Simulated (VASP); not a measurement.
# Sn7H2 in VASP: a series of runs

Sn7H2 is run at these levels: PBEsol; tasks: single point.

Program: VASP 6.6.1. These are calculated values, not measurements. Logs are shortened: lines on timing, memory, paths and dates and some standing lists are left out, and cuts for length are marked.

### Step 1. The cell of the first run

The cell holds a slab with vacuum, 18 atoms: a = 4.626 Å, b = 9.251 Å, c = 23.678 Å, α = 90.00°, β = 90.00°, γ = 90.00°.

### Step 2. Single point, PBEsol

Contents of INCAR:

```
  PREC = Accurate
  ENCUT = 520
  EDIFF = 1E-7
  ISMEAR = 0
  SIGMA = 0.05
  LREAL = Auto
  LASPH = True
  NELM = 80
  ALGO = Normal
  ISIF = 2
  LWAVE = False
  LCHARG = True
  LDIPOL = True
  IDIPOL = 3
  DIPOL = 0.5 0.5 0.366
  GGA = PS
  LELF = True
  LVHAR = True
  LVACPOTAV = True
  NBANDS = 115
```

Contents of KPOINTS:

```
regular mesh
0
Gamma
  6 3 1
```

Contents of POSCAR:

```
Sn7H2
1.0
    4.6255803528      0.0000000000      0.0000000000
    0.0000000000      9.2511607056      0.0000000000
    0.0000000000      0.0000000000     23.6784741770
Sn H
14 4
Direct
    0.0000000000      0.2500000000      0.2118437377
    0.0000000000      0.7500000000      0.2118437377
    0.0000000000      0.5000000000      0.2809102496
    0.0000000000      0.0000000000      0.2809102496
    0.5000000000      0.5000000000      0.3499767614
    0.5000000000      0.0000000000      0.3499767614
    0.5000000000      0.7516208690      0.4248939736
    0.5000000000      0.2488490483      0.4194274502
    0.0000000000      0.7452653210      0.4990690703
    0.0000000000      0.2574489137      0.4890209802
    0.0000000000      0.0129357841      0.5677202111
    0.0000000000      0.4858220228      0.5701759642
    0.5000000000      0.1561048000      0.6149362689
    0.5000000000      0.4572306387      0.6464416773
   -0.3045898427      0.2500000000      0.1694126054
    0.3045898427      0.2500000000      0.1694126054
    0.3027625626      0.7500000000      0.1688415084
   -0.3027625626      0.7500000000      0.1688415084
```

Potentials or basis: VASP PAW PBE potentials, release 64 (Sn_d, H).

Command:

```console
$ cat potpaw_PBE.64/Sn_d/POTCAR potpaw_PBE.64/H/POTCAR > POTCAR
$ mpirun -np 1 vasp_std > vasp.out
```

OUTCAR:

```text
PREC = Accurate
   ENCUT = 520
   EDIFF = 1E-7
   ISMEAR = 0
   LREAL = Auto
   LASPH = True
   NELM = 80
   ISIF = 2
   GGA = PS

 ion  position               nearest neighbor table
   1  0.000  0.250  0.212-  15 1.73  16 1.73   3 2.83   4 2.83
   2  0.000  0.750  0.212-  17 1.73  18 1.73   3 2.83   4 2.83
   3  0.000  0.500  0.281-   5 2.83   5 2.83   1 2.83   2 2.83
   4  0.000  0.000  0.281-   6 2.83   6 2.83   1 2.83   2 2.83
   5  0.500  0.500  0.350-   3 2.83   3 2.83   8 2.85   7 2.93
   6  0.500  0.000  0.350-   8 2.83   4 2.83   4 2.83   7 2.90
   7  0.500  0.752  0.425-   6 2.90   9 2.90   9 2.90   5 2.93
   8  0.500  0.249  0.419-   6 2.83  10 2.84  10 2.84   5 2.85
   9  0.000  0.745  0.499-   7 2.90   7 2.90  12 2.93  11 2.96
  10  0.000  0.257  0.489-   8 2.84   8 2.84  12 2.86  11 2.93
  11  0.000  0.013  0.568-  13 2.89  13 2.89  10 2.93   9 2.96
  12  0.000  0.486  0.570-  10 2.86   9 2.93  14 2.95  14 2.95
  13  0.500  0.156  0.615-  14 2.88  11 2.89  11 2.89
  14  0.500  0.457  0.646-  13 2.88  12 2.95  12 2.95
  15  0.695  0.250  0.169-   1 1.73
  16  0.305  0.250  0.169-   1 1.73
  17  0.303  0.750  0.169-   2 1.73
  18  0.697  0.750  0.169-   2 1.73

  LATTYP: Found a simple orthorhombic cell.
 ALAT       =     4.6255803528
 B/A-ratio  =     2.0000000000
 C/A-ratio  =     5.1190277481

  Lattice vectors:

 A1 = (   4.6255803528,   0.0000000000,   0.0000000000)
 A2 = (   0.0000000000,   9.2511607056,   0.0000000000)
 A3 = (   0.0000000000,   0.0000000000,  23.6784741770)

Analysis of symmetry for initial positions (statically):
=====================================================================
 Subroutine PRICEL returns:
 Original cell was already a primitive cell.

 Routine SETGRP: Setting up the symmetry group for a
 simple orthorhombic supercell.

 Subroutine GETGRP returns: Found  2 space group operations
 (whereof  2 operations were pure point group operations)
 out of a pool of  8 trial point group operations.

The static configuration has the point symmetry C_1h.

Analysis of symmetry for dynamics (positions and initial velocities):
=====================================================================
 Subroutine PRICEL returns:
 Original cell was already a primitive cell.

 Routine SETGRP: Setting up the symmetry group for a
 simple orthorhombic supercell.

 Subroutine GETGRP returns: Found  2 space group operations
 (whereof  2 operations were pure point group operations)
 out of a pool of  8 trial point group operations.

The dynamic configuration has the point symmetry C_1h.

 Subroutine INISYM returns: Found  2 space group operations
 (whereof  2 operations are pure point group operations),
 and found     1 'primitive' translations

----------------------------------------------------------------------------------------

                                     Primitive cell

  volume of cell :    1013.2490

  direct lattice vectors                    reciprocal lattice vectors
     4.625580353  0.000000000  0.000000000     0.216189088  0.000000000  0.000000000
     0.000000000  9.251160706  0.000000000     0.000000000  0.108094544  0.000000000
     0.000000000  0.000000000 23.678474177     0.000000000  0.000000000  0.042232451

  length of vectors
     4.625580353  9.251160706 23.678474177     0.216189088  0.108094544  0.042232451

  position of ions in fractional coordinates (direct lattice)
     0.000000000  0.250000000  0.211843738
     0.000000000  0.750000000  0.211843738
     0.000000000  0.500000000  0.280910250
     0.000000000  0.000000000  0.280910250
     0.500000000  0.500000000  0.349976761
     0.500000000  0.000000000  0.349976761
[... 10 lines left out ...]
     0.302762563  0.750000000  0.168841508
     0.697237437  0.750000000  0.168841508

  ion indices of the primitive-cell ions
   primitive index   ion index
                 1           1
                 2           2
                 3           3
                 4           4
                 5           5
                 6           6
[... 10 lines left out ...]
                17          17
                18          18

----------------------------------------------------------------------------------------

 KPOINTS: regular mesh

Automatic generation of k-mesh.
 Grid dimensions read from file:
 generate k-points for:    6    3    1

 Generating k-lattice:

  Cartesian coordinates                     Fractional coordinates (reciprocal lattice)
     0.036031515  0.000000000  0.000000000     0.166666667  0.000000000  0.000000000
     0.000000000  0.036031515  0.000000000     0.000000000  0.333333333  0.000000000
     0.000000000  0.000000000  0.042232451     0.000000000  0.000000000  1.000000000

  Length of vectors
     0.036031515  0.036031515  0.042232451

  Shift w.r.t. Gamma in fractional coordinates (k-lattice)
     0.000000000  0.000000000  0.000000000

 Subroutine IBZKPT returns following result:
 ===========================================

 Found      8 irreducible k-points:

 Following reciprocal coordinates:
            Coordinates               Weight
  0.000000  0.000000  0.000000      1.000000
  0.166667  0.000000  0.000000      2.000000
  0.333333  0.000000  0.000000      2.000000
  0.500000  0.000000  0.000000      1.000000
  0.000000  0.333333  0.000000      2.000000
  0.166667  0.333333  0.000000      4.000000
  0.333333  0.333333  0.000000      4.000000
  0.500000  0.333333  0.000000      2.000000
   k-points           NKPTS =      8   k-points in BZ     NKDIM =      8   number of bands    NBANDS=    115
   number of dos      NEDOS =    301   number of ions     NIONS =     18
   total plane-waves  NPLWV = 453600
   dimension x,y,z NGX =    36 NGY =   70 NGZ =  180
   dimension x,y,z NGXF=    72 NGYF=  140 NGZF=  360
   ions per type =              14   4
   NGX,Y,Z   is equivalent  to a cutoff of  12.94, 12.58, 12.64 a.u.
   NGXF,Y,Z  is equivalent  to a cutoff of  25.88, 25.16, 25.28 a.u.
 SYSTEM =  unknown system
   PREC   = accura    normal or accurate (medium, high low for compatibility)
   ISTART =      0    job   : 0-new  1-cont  2-samecut
   ICHARG =      2    charge: 1-file 2-atom 10-const
   ISPIN  =      1    spin polarized calculation?
   LNONCOLLINEAR =      F non collinear calculations
   LSORBIT =      F    spin-orbit coupling
   LASPH  =      T    aspherical Exc in radial PAW
   ENCUT  =  520.0 eV  38.22 Ry    6.18 a.u.   8.60 17.20 44.03*2*pi/ulx,y,z
   NELM   =     80;   NELMIN=  2; NELMDL= -5     # of ELM steps
   EDIFF  = 0.1E-06   stopping-criterion for ELM
   LREAL  =      T    real-space projection
   EDIFFG = 0.1E-05   stopping-criterion for IOM
   NSW    =      0    number of steps for IOM
   IBRION =     -1    ionic relax: 0-MD 1-quasi-New 2-CG
   NFREE  =      0    steps in history (QN), initial steepest desc. (CG)
   ISIF   =      2    stress and relaxation
   ISYM   =      2    0-nonsym 1-usesym 2-fastsym
   POTIM  = 0.5000    time-step for ionic-motion
   TEBEG  =    0.0;   TEEND  =   0.0 temperature during run
   PSTRESS=    0.0 pullay stress
   NELECT =     200.0000    total number of electrons
   NUPDOWN=      -1.0000    fix difference up-down
   EMIN   =  10.00;   EMAX   =-10.00  energy-range for DOS
   EFERMI =   0.00;   METHOD = LEGACY
   ISMEAR =     0;   SIGMA  =   0.05  broadening in eV -4-tet -1-fermi 0-gaus
   EFERMI_NEDOS =   21; number of points for ismear=-14 and -15
   IALGO  =     38    algorithm
   IMIX   =      4    mixing-type and parameters
     AMIX     =   0.40;   BMIX     =  1.00
     AMIX_MAG =   1.60;   BMIX_MAG =  1.00
  volume/ion in A,a.u.               =      56.29       379.87
  Fermi-wavevector in a.u.,A,eV,Ry     =   0.953190  1.801268 12.361859  0.908571
  Thomas-Fermi vector in A             =   2.081822
   LORBIT       =      0    0 simple, 1 ext, 2 COOP (PROOUT), +10 PAW based schemes
   GGA     = PS    functional components
   LHFCALC =     F    Hartree Fock is set to
   AEXX    =    0.0000 exact exchange contribution
   IVDW    =     0    specifies the selected vdW correction
   LEPSILON=     F    determine dielectric tensor
   LRPA    =     F    only Hartree local field effects (RPA)
 non-spin polarized calculation
 Gauss-broadening in eV      SIGMA  =   0.05
  energy-cutoff  :      520.00
  volume of cell :     1013.25
 maximum number of plane-waves:     27334
 NGX is ok and might be reduce to    36
   NGX = 17   NGY = 35   NGZ = 89

 dipolmoment           0.000000      0.000000      0.051862 electrons x Angstroem

 number of electron     199.9999968 magnetization

 dipolmoment           0.000000      0.000000     -0.067297 electrons x Angstroem

 Free energy of the ion-electron system (eV)
  ---------------------------------------------------
  ext. energy  EPLUGINS =         0.00000000
  ---------------------------------------------------
  free energy    TOTEN  =       -68.75077001 eV

  energy without entropy =      -68.74920923  energy(sigma->0) =      -68.74998962

 E-fermi :   0.2858     XC(G=0):  -5.0776

 val. band max:        0.2281866103   @ k =   0.0000   0.3333   0.0000
 cond. band min:       0.3309693536   @ k =   0.0000   0.0000   0.0000
 fundamental gap:      0.1027827433
 Fermi energy:         0.2857515157

 k-point     1 :       0.0000    0.0000    0.0000
  band No.  band energies     occupation
      1     -21.4154      2.00000
      2     -21.3738      2.00000
      3     -21.3364      2.00000
      4     -21.2857      2.00000
      5     -21.2604      2.00000
      6     -21.1579      2.00000
[... 104 lines left out ...]
    111       2.7490      0.00000
    112       3.0091      0.00000

 k-point     2 :       0.1667    0.0000    0.0000
  band No.  band energies     occupation
      1     -21.4176      2.00000
      2     -21.3719      2.00000
      3     -21.3369      2.00000
      4     -21.2870      2.00000
      5     -21.2517      2.00000
      6     -21.1597      2.00000
[... 682 lines left out ...]
 k-point     8 :       0.5000    0.3333    0.0000
  band No.  band energies     occupation
      1     -21.4228      2.00000
      2     -21.3658      2.00000
      3     -21.3393      2.00000
      4     -21.2679      2.00000
      5     -21.2522      2.00000
      6     -21.1463      2.00000
[... 104 lines left out ...]
    111       3.1026      0.00000
    112       3.3855      0.00000
 [bands above 112 left out]

------------------------ aborting loop because EDIFF is reached ----------------------------------------

  FORCE on cell =-STRESS in cart. coord.  units (eV):
  Direction    XX          YY          ZZ          XY          YZ          ZX
  --------------------------------------------------------------------------------------
  -------------------------------------------------------------------------------------
  Total       -1.9553794     -5.1830706     -5.9806713      0.0000000      0.0598352      0.0000000
  in kB       -3.0919001     -8.1956148     -9.4568031      0.0000000      0.0946131      0.0000000
  external PRESSURE =      -6.9147727 kB  Pullay stress =       0.0000000 kB

 VOLUME and BASIS-vectors are now :
 -----------------------------------------------------------------------------
  energy-cutoff  :      520.00
  volume of cell :     1013.25
      direct lattice vectors                 reciprocal lattice vectors
     4.625580353  0.000000000  0.000000000     0.216189088  0.000000000  0.000000000
     0.000000000  9.251160706  0.000000000     0.000000000  0.108094544  0.000000000
     0.000000000  0.000000000 23.678474177     0.000000000  0.000000000  0.042232451

 POSITION                                       TOTAL-FORCE (eV/Angst)
 -----------------------------------------------------------------------------------
      0.00000      2.31279      5.01614         0.000000     -0.015926      0.224318
      0.00000      6.93837      5.01614         0.000000      0.003119      0.159666
      0.00000      4.62558      6.65153         0.000000      0.068784     -0.119212
      0.00000      0.00000      6.65153         0.000000     -0.055326     -0.094468
      2.31279      4.62558      8.28692         0.000000      0.157445      0.298662
      2.31279      0.00000      8.28692         0.000000     -0.192865      0.214861
[... 10 lines left out ...]
      1.40045      6.93837      3.99791        -0.030465     -0.005141      0.019383
      3.22513      6.93837      3.99791         0.030465     -0.005141      0.019383
 -----------------------------------------------------------------------------------
    total drift:                                0.000000      0.004533     -0.010957

  FREE ENERGIE OF THE ION-ELECTRON SYSTEM (eV)
  ---------------------------------------------------
  free  energy   TOTEN  =       -68.7507700082 eV

  energy  without entropy=      -68.7492092336  energy(sigma->0) =      -68.74998962

 vacuum level on the upper side and lower side of the slab         4.472         4.759
```

Run time: 60 min. Hardware: 1 thread of Oxide Virtual Turin-like, shared host; peak memory 1.1 GiB.

What came out:

| Item | Value |
| --- | --- |
| Free energy | -68.7508 eV |
| Largest force | 0.626 eV/Å |
| Band gap on the k mesh | 0.10 eV (least direct gap 0.22 eV) |

Forces on the atoms (eV/Å):
```
Sn   0.000 -0.016  0.224
Sn   0.000  0.003  0.160
Sn   0.000  0.069 -0.119
Sn   0.000 -0.055 -0.094
Sn   0.000  0.157  0.299
Sn   0.000 -0.193  0.215
Sn   0.000 -0.006 -0.015
Sn   0.000  0.031  0.005
Sn   0.000  0.008  0.016
Sn   0.000 -0.007  0.018
Sn   0.000  0.001  0.007
Sn   0.000  0.005  0.003
Sn   0.000 -0.027 -0.626
Sn   0.000  0.022 -0.121
H    0.025  0.008 -0.006
H   -0.025  0.008 -0.006
H   -0.030 -0.005  0.019
H    0.030 -0.005  0.019
```

Caveat: the PAW data sets were made with another functional, which shifts forces and pressure a little; spin-orbit coupling is left out, which moves the levels of the heavy elements.

(Part 1 of 2 ends here.)
